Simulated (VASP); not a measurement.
Crystal: KCl.

```
K Cl
1.0
     3.76082    0.00000    0.00000
     0.00000    3.76082    0.00000
     0.00000    0.00000    3.76082
K Cl
1 1
Cartesian
  0.0000 0.0000 0.0000
  1.8804 1.8804 1.8804
```

Base run:

| Property | Result |
| --- | --- |
| Program | VASP 6.6.1 |
| Functional | HSE06 |
| Potentials or basis | VASP PAW PBE potentials, release 64 (K_sv, Cl) |
| Cutoff | 520 eV |
| k mesh | 4 × 4 × 4 |
| Occupations | fermi-dirac, width 0.05 eV |
| Spin | no spin polarisation |

Its results: band gap on the k mesh 6.40 eV (least direct gap 6.64 eV); pressure 0.9 GPa.

Q: The run is repeated on the same cell with these changes: functional from HSE06 to PBE0. What comes out?

A: Band gap on the k mesh 7.15 eV (least direct gap 7.38 eV); pressure 0.7 GPa.

Caveats: the PAW data sets were made with another functional, which shifts forces and pressure a little.

A k mesh can miss the band edges.
